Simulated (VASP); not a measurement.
# W (Fd-3m) in VASP: single point with r2SCAN

Aim: the single point of W with r2SCAN.

Everything below comes from runs of VASP 6.6.1. Logs are shortened: lines on timing, memory, paths and dates and some standing lists are left out, and cuts for length are marked.

### 1 The cell of the first run

It takes space group Fd-3m (No. 227, cubic). The conventional cell has a = 5.792 Å, b = 5.792 Å, c = 5.792 Å, α = 90.00°, β = 90.00°, γ = 90.00°. Within 3.3 Å of W (site symmetry -43m) lie 4 W at 2.51 Å.

This isn't the form of W at room conditions, which is bcc.

### 2 Single point, r2SCAN

POSCAR reads:

```
W
1.0
    0.0000000000      2.8958099492      2.8958099492
    2.8958099492      0.0000000000      2.8958099492
    2.8958099492      2.8958099492      0.0000000000
W
2
Direct
    0.1250000000      0.1250000000      0.1250000000
    0.8750000000      0.8750000000      0.8750000000
```

INCAR.step1 reads:

```
SYSTEM = W
PREC = Accurate ; ENCUT = 550
ISMEAR = -1 ; SIGMA = 0.1
LREAL = .FALSE. ; LASPH = .TRUE.
NELM = 120 ; NBANDS = 21
GGA = PE ; ALGO = Normal
EDIFF = 1E-5 ; LWAVE = .TRUE.
LCHARG = .FALSE. ; GGA_COMPAT = .FALSE.
```

INCAR.step2 reads:

```
SYSTEM = W
PREC = Accurate ; ENCUT = 550
EDIFF = 1E-6 ; ISMEAR = -1
SIGMA = 0.1 ; LREAL = .FALSE.
LASPH = .TRUE. ; NELM = 120
ALGO = Normal ; ISIF = 2
LWAVE = .FALSE. ; LCHARG = .FALSE.
METAGGA = R2SCAN ; LMIXTAU = .TRUE.
NBANDS = 21 ; ISTART = 1
GGA_COMPAT = .FALSE.
```

KPOINTS reads:

```
Automatic mesh
0
G
  5 5 5
  0 0 0
```

Potentials or basis: VASP PAW PBE potentials, release 64 (W_sv).

Launch:

```
$ cat potpaw_PBE.64/W_sv/POTCAR > POTCAR
$ cp INCAR.step1 INCAR
$ mpirun -np 1 vasp_std > vasp.out
$ cp INCAR.step2 INCAR
$ mpirun -np 1 vasp_std > vasp.out
```

OUTCAR:

```text
SYSTEM = W
   PREC = Accurate
   ENCUT = 550
   EDIFF = 1E-6
   ISMEAR = -1
   LREAL = .FALSE.
   LASPH = .TRUE.
   NELM = 120
   ISIF = 2
   METAGGA = R2SCAN
   ISTART = 1

 ion  position               nearest neighbor table
   1  0.125  0.125  0.125-   2 2.51   2 2.51   2 2.51   2 2.51
   2  0.875  0.875  0.875-   1 2.51   1 2.51   1 2.51   1 2.51

  LATTYP: Found a face centered cubic cell.
 ALAT       =     5.7916198984

  Lattice vectors:

 A1 = (   0.0000000000,   2.8958099492,   2.8958099492)
 A2 = (   2.8958099492,   0.0000000000,   2.8958099492)
 A3 = (   2.8958099492,   2.8958099492,   0.0000000000)

Analysis of symmetry for initial positions (statically):
=====================================================================
 Subroutine PRICEL returns:
 Original cell was already a primitive cell.

 Routine SETGRP: Setting up the symmetry group for a
 face centered cubic supercell.

 Subroutine GETGRP returns: Found 48 space group operations
 (whereof 12 operations were pure point group operations)
 out of a pool of 48 trial point group operations.

The static configuration has the point symmetry D_3d.
 The point group associated with its full space group is O_h .

Analysis of symmetry for dynamics (positions and initial velocities):
=====================================================================
 Subroutine PRICEL returns:
 Original cell was already a primitive cell.

 Routine SETGRP: Setting up the symmetry group for a
 face centered cubic supercell.

 Subroutine GETGRP returns: Found 48 space group operations
 (whereof 12 operations were pure point group operations)
 out of a pool of 48 trial point group operations.

The dynamic configuration has the point symmetry D_3d.
 The point group associated with its full space group is O_h .

 Subroutine INISYM returns: Found 48 space group operations
 (whereof 12 operations are pure point group operations),
 and found     1 'primitive' translations

----------------------------------------------------------------------------------------

                                     Primitive cell

  volume of cell :      48.5669

  direct lattice vectors                    reciprocal lattice vectors
     0.000000000  2.895809949  2.895809949    -0.172663265  0.172663265  0.172663265
     2.895809949  0.000000000  2.895809949     0.172663265 -0.172663265  0.172663265
     2.895809949  2.895809949  0.000000000     0.172663265  0.172663265 -0.172663265

  length of vectors
     4.095293704  4.095293704  4.095293704     0.299061547  0.299061547  0.299061547

  position of ions in fractional coordinates (direct lattice)
     0.125000000  0.125000000  0.125000000
     0.875000000  0.875000000  0.875000000

  ion indices of the primitive-cell ions
   primitive index   ion index
                 1           1
                 2           2

----------------------------------------------------------------------------------------

 KPOINTS: Automatic mesh

Automatic generation of k-mesh.
 Grid dimensions read from file:
 generate k-points for:    5    5    5

 Generating k-lattice:

  Cartesian coordinates                     Fractional coordinates (reciprocal lattice)
    -0.034532653  0.034532653  0.034532653     0.200000000  0.000000000  0.000000000
     0.034532653 -0.034532653  0.034532653     0.000000000  0.200000000  0.000000000
     0.034532653  0.034532653 -0.034532653     0.000000000  0.000000000  0.200000000

  Length of vectors
     0.059812309  0.059812309  0.059812309

  Shift w.r.t. Gamma in fractional coordinates (k-lattice)
     0.000000000  0.000000000  0.000000000

 Subroutine IBZKPT returns following result:
 ===========================================

 Found     10 irreducible k-points:

 Following reciprocal coordinates:
            Coordinates               Weight
  0.000000  0.000000  0.000000      1.000000
  0.200000  0.000000  0.000000      8.000000
  0.400000  0.000000  0.000000      8.000000
  0.200000  0.200000  0.000000      6.000000
  0.400000  0.200000  0.000000     24.000000
 -0.400000  0.200000  0.000000     24.000000
 -0.200000  0.200000  0.000000     12.000000
  0.400000  0.400000  0.000000      6.000000
 -0.400000  0.400000  0.000000     12.000000
 -0.400000  0.400000  0.200000     24.000000
   k-points           NKPTS =     10   k-points in BZ     NKDIM =     10   number of bands    NBANDS=     21
   number of dos      NEDOS =    301   number of ions     NIONS =      2
   total plane-waves  NPLWV =  32768
   dimension x,y,z NGX =    32 NGY =   32 NGZ =   32
   dimension x,y,z NGXF=    64 NGYF=   64 NGZF=   64
   ions per type =               2
   NGX,Y,Z   is equivalent  to a cutoff of  12.99, 12.99, 12.99 a.u.
   NGXF,Y,Z  is equivalent  to a cutoff of  25.98, 25.98, 25.98 a.u.
 SYSTEM =  W
   PREC   = accura    normal or accurate (medium, high low for compatibility)
   ISTART =      1    job   : 0-new  1-cont  2-samecut
   ICHARG =      0    charge: 1-file 2-atom 10-const
   ISPIN  =      1    spin polarized calculation?
   LNONCOLLINEAR =      F non collinear calculations
   LSORBIT =      F    spin-orbit coupling
   LASPH  =      T    aspherical Exc in radial PAW
   ENCUT  =  550.0 eV  40.42 Ry    6.36 a.u.   7.83  7.83  7.83*2*pi/ulx,y,z
   NELM   =    120;   NELMIN=  2; NELMDL=  0     # of ELM steps
   EDIFF  = 0.1E-05   stopping-criterion for ELM
   LREAL  =      F    real-space projection
   EDIFFG = 0.1E-04   stopping-criterion for IOM
   NSW    =      0    number of steps for IOM
   IBRION =     -1    ionic relax: 0-MD 1-quasi-New 2-CG
   NFREE  =      0    steps in history (QN), initial steepest desc. (CG)
   ISIF   =      2    stress and relaxation
   ISYM   =      2    0-nonsym 1-usesym 2-fastsym
   POTIM  = 0.5000    time-step for ionic-motion
   TEBEG  =    0.0;   TEEND  =   0.0 temperature during run
   PSTRESS=    0.0 pullay stress
   NELECT =      28.0000    total number of electrons
   NUPDOWN=      -1.0000    fix difference up-down
   EMIN   =  10.00;   EMAX   =-10.00  energy-range for DOS
   EFERMI =   0.00;   METHOD = LEGACY
   ISMEAR =    -1;   SIGMA  =   0.10  broadening in eV -4-tet -1-fermi 0-gaus
   EFERMI_NEDOS =   21; number of points for ismear=-14 and -15
   IALGO  =     38    algorithm
   IMIX   =      4    mixing-type and parameters
     AMIX     =   0.40;   BMIX     =  1.00
     AMIX_MAG =   1.60;   BMIX_MAG =  1.00
  volume/ion in A,a.u.               =      24.28       163.87
  Fermi-wavevector in a.u.,A,eV,Ry     =   1.362534  2.574817 25.259213  1.856500
  Thomas-Fermi vector in A             =   2.489016
   LORBIT       =      0    0 simple, 1 ext, 2 COOP (PROOUT), +10 PAW based schemes
   METAGGA = R2SCAN    functional components
   LHFCALC =     F    Hartree Fock is set to
   AEXX    =    0.0000 exact exchange contribution
   IVDW    =     0    specifies the selected vdW correction
   LEPSILON=     F    determine dielectric tensor
   LRPA    =     F    only Hartree local field effects (RPA)
 non-spin polarized calculation
  energy-cutoff  :      550.00
  volume of cell :       48.57
 maximum number of plane-waves:      1440
   NGX = 15   NGY = 15   NGZ = 15

 number of electron      27.9999998 magnetization

 Free energy of the ion-electron system (eV)
  ---------------------------------------------------
  ext. energy  EPLUGINS =         0.00000000
  ---------------------------------------------------
  free energy    TOTEN  =       -97.06883785 eV

  energy without entropy =      -96.96922683  energy(sigma->0) =      -97.01903234

 E-fermi :   5.2509     XC(G=0): -11.6484

 val. band max:        5.2386709922   @ k =  -0.4000   0.4000   0.0000
 cond. band min:       5.2820848559   @ k =  -0.2000   0.2000   0.0000
 fundamental gap:      0.0434138638
 Fermi energy:         5.2509416322

 k-point     1 :       0.0000    0.0000    0.0000
  band No.  band energies     occupation
      1     -69.6981      2.00000
      2     -69.3195      2.00000
      3     -33.6951      2.00000
      4     -33.6951      2.00000
      5     -33.6951      2.00000
      6     -32.6710      2.00000
[... 13 lines left out ...]
     20      16.8327      0.00000
     21      16.9667      0.00000

 k-point     2 :       0.2000    0.0000    0.0000
  band No.  band energies     occupation
      1     -69.6722      2.00000
      2     -69.3464      2.00000
      3     -33.7365      2.00000
      4     -33.7365      2.00000
      5     -33.6887      2.00000
      6     -32.6813      2.00000
[... 13 lines left out ...]
     20      15.3890      0.00000
     21      15.9713      0.00000

 k-point     3 :       0.4000    0.0000    0.0000
  band No.  band energies     occupation
      1     -69.6172      2.00000
      2     -69.4026      2.00000
      3     -33.7970      2.00000
      4     -33.7970      2.00000
      5     -33.6802      2.00000
      6     -32.6954      2.00000
[... 13 lines left out ...]
     20      11.1452      0.00000
     21      15.6697      0.00000

 k-point     4 :       0.2000    0.2000    0.0000
  band No.  band energies     occupation
      1     -69.6625      2.00000
      2     -69.3563      2.00000
      3     -33.7826      2.00000
      4     -33.7826      2.00000
      5     -33.6009      2.00000
      6     -32.7750      2.00000
[... 13 lines left out ...]
     20      15.7017      0.00000
     21      16.1166      0.00000

 k-point     5 :       0.4000    0.2000    0.0000
  band No.  band energies     occupation
      1     -69.6116      2.00000
      2     -69.4083      2.00000
      3     -33.8625      2.00000
      4     -33.8409      2.00000
      5     -33.5193      2.00000
      6     -32.8596      2.00000
[... 13 lines left out ...]
     20      12.1271      0.00000
     21      14.4269      0.00000

 k-point     6 :      -0.4000    0.2000    0.0000
  band No.  band energies     occupation
      1     -69.5832      2.00000
      2     -69.4372      2.00000
      3     -33.9075      2.00000
      4     -33.8351      2.00000
      5     -33.5048      2.00000
      6     -32.8707      2.00000
[... 13 lines left out ...]
     20      10.6634      0.00000
     21      13.4690      0.00000

 k-point     7 :      -0.2000    0.2000    0.0000
  band No.  band energies     occupation
      1     -69.6336      2.00000
      2     -69.3859      2.00000
      3     -33.8511      2.00000
      4     -33.7723      2.00000
      5     -33.5985      2.00000
      6     -32.7741      2.00000
[... 13 lines left out ...]
     20      13.4960      0.00000
     21      14.2081      0.00000

 k-point     8 :       0.4000    0.4000    0.0000
  band No.  band energies     occupation
      1     -69.5687      2.00000
      2     -69.4518      2.00000
      3     -33.9008      2.00000
      4     -33.9008      2.00000
      5     -33.3525      2.00000
      6     -33.0387      2.00000
[... 13 lines left out ...]
     20      11.9059      0.00000
     21      11.9059      0.00000

 k-point     9 :      -0.4000    0.4000    0.0000
  band No.  band energies     occupation
      1     -69.5284      2.00000
      2     -69.4923      2.00000
      3     -33.9373      2.00000
      4     -33.8975      2.00000
      5     -33.2790      2.00000
      6     -33.1065      2.00000
[... 13 lines left out ...]
     20      10.7513      0.00000
     21      11.4442      0.00000

 k-point    10 :      -0.4000    0.4000    0.2000
  band No.  band energies     occupation
      1     -69.5576      2.00000
      2     -69.4630      2.00000
      3     -33.9267      2.00000
      4     -33.8854      2.00000
      5     -33.3570      2.00000
      6     -33.0226      2.00000
[... 13 lines left out ...]
     20      11.1436      0.00000
     21      11.6949      0.00000

------------------------ aborting loop because EDIFF is reached ----------------------------------------

  FORCE on cell =-STRESS in cart. coord.  units (eV):
  Direction    XX          YY          ZZ          XY          YZ          ZX
  --------------------------------------------------------------------------------------
  -------------------------------------------------------------------------------------
  Total        0.1715609      0.1715609      0.1715609      0.0000000      0.0000000      0.0000000
  in kB        5.6596401      5.6596401      5.6596401      0.0000000      0.0000000      0.0000000
  external PRESSURE =       5.6596401 kB  Pullay stress =       0.0000000 kB

 VOLUME and BASIS-vectors are now :
 -----------------------------------------------------------------------------
  energy-cutoff  :      550.00
  volume of cell :       48.57
      direct lattice vectors                 reciprocal lattice vectors
     0.000000000  2.895809949  2.895809949    -0.172663265  0.172663265  0.172663265
     2.895809949  0.000000000  2.895809949     0.172663265 -0.172663265  0.172663265
     2.895809949  2.895809949  0.000000000     0.172663265  0.172663265 -0.172663265

 POSITION                                       TOTAL-FORCE (eV/Angst)
 -----------------------------------------------------------------------------------
      0.72395      0.72395      0.72395         0.000000      0.000000      0.000000
      5.06767      5.06767      5.06767        -0.000000     -0.000000     -0.000000
 -----------------------------------------------------------------------------------
    total drift:                                0.000000      0.000000     -0.000000

  FREE ENERGIE OF THE ION-ELECTRON SYSTEM (eV)
  ---------------------------------------------------
  free  energy   TOTEN  =       -97.0688378467 eV

  energy  without entropy=      -96.9692268292  energy(sigma->0) =      -97.01903234
```

Run time: 83 s. Hardware: 1 thread of Intel Xeon 8259CL, shared host; peak memory 0.19 GiB.

What came out:

```yaml
Free_energy: -97.0688 eV
Pressure: 0.6 GPa
Band_gap_on_the_k_mesh: zero (bands 14 and 15 overlap by 0.45 eV)
```

Levels at points of the mesh, in eV from the Fermi level:
```csv
k point,band 10,band 11,band 12,band 13,band 14,band 15,band 16,band 17,band 18,band 19
"(0.00, 0.00, 0.00)",-1.92,-1.92,-1.19,-1.19,-1.19,1.69,1.69,1.69,5.75,5.75
```

Caveat: the k points lie up to 0.38 Å⁻¹ apart; the PAW data sets were made with another functional, which shifts forces and pressure a little; spin-orbit coupling is left out, which moves the levels of the heavy elements.
